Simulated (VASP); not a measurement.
Runs of VASP 6.6.1 on BaTe. The structure is that of space group Pm-3m (No. 221), or close to it. The cells are those of the table. 

```tsv
level	cell	gap on the mesh (eV)	pressure (GPa)
r2SCAN	a = 4.245 Å, 2 atoms	1.10	0.4
PBE	a = 4.287 Å, 2 atoms	0.82	-0.5
r2SCAN	a = 4.328 Å, 2 atoms	1.23	(a)
PBE	a = 4.328 Å, 2 atoms	0.88	-1.3
PBE	a = 4.245 Å, 2 atoms	(c)	0.5
PBE	a = 4.202 Å, 2 atoms	(b)	1.6
PBE	a = 4.158 Å, 2 atoms	0.60	2.9
r2SCAN	a = 4.202 Å, 2 atoms	1.03	1.6
```

Alike in all rows: task single point; potentials or basis VASP PAW PBE potentials, release 64 (Ba_sv, Te); no spin polarisation; k mesh 6 × 6 × 6; cutoff (eV) 520; smearing gaussian 0.01 eV.

Fill in the values left out.

(a) -1.4; (b) 0.68; (c) 0.75.

Caveats: spin-orbit coupling is left out, which moves the levels of the heavy elements; the PAW data sets were made with another functional, which shifts forces and pressure a little (some runs).

A k mesh can miss the band edges, and the runs leave out spin-orbit coupling on Ba, Te.
